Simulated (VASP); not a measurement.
Mg2Sn:

```
Mg Sn
1.0
     0.00000    3.40747    3.40747
     3.40747    0.00000    3.40747
     3.40747    3.40747    0.00000
Mg Sn
2 1
Direct
  0.25000 0.25000 0.25000
  0.75000 0.75000 0.75000
  0.00000 0.00000 0.00000
```

Base run:

```yaml
Program: VASP 6.6.1
Functional: PBE
Potentials_or_basis: VASP PAW PBE potentials, release 64 (Mg, Sn_d)
Cutoff: 600 eV
k_mesh: 6 × 6 × 6
Occupations: gaussian, width 0.05 eV
Spin: no spin polarisation
```

Its results: pressure 0.0 GPa.

Task: The run is repeated on the same cell with these changes: functional from PBE to r2SCAN; cutoff from 600 eV to 660 eV; k mesh from 6 × 6 × 6 to 8 × 8 × 8. What comes out?

Result: Pressure -1.2 GPa.

Several settings changed at once.

Caveats: the PAW data sets were made with another functional, which shifts forces and pressure a little (at least some runs).
